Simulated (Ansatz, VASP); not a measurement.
Zn12H: VASP beside Ansatz

```
Zn H
1.0
     5.32000    0.00000    0.00000
    -3.99000    6.91088    0.00000
     0.00000    0.00000    4.93696
Zn H
12 1
Cartesian
  -0.0895 0.0568 -0.1646
  -0.0763 1.7323 2.5550
  -1.4412 2.3691 -0.0296
  -1.4412 3.8632 2.3898
  -2.7574 4.6590 -0.0873
  -2.6768 6.1525 2.4246
  2.5567 0.0647 -0.0134
  2.5732 1.5883 2.3876
  1.2392 2.3784 -0.0387
  1.2580 3.9125 2.3501
  -0.1089 4.6414 -0.0216
  -0.1699 6.1165 2.5827
  5.1709 0.1024 6.6567
```

Alike in both runs: functional PBE; k mesh 4 × 3 × 3; occupations gaussian, width 0.15 eV; no spin polarisation.

Ansatz relaxed the structure, and its values are those at the end. VASP's run is a single point on that final structure, the one shown.

```csv
,VASP,Ansatz
version,VASP 6.6.1,Ansatz 0.2.0
potentials or method,"VASP PAW PBE potentials, release 64 (Zn, H), cutoff 520 eV","scalar-relativistic, plane waves, PAW"
valence electrons in the cell,145,145
```

```tsv
	VASP	Ansatz	Ansatz less VASP
rms of the force components (eV/Å)	0.004	0.003	-0.0008
```

The functional is the same, so the differences come from potentials, cutoffs and numerics.

The k mesh is coarse, so the values compare programs but aren't converged.
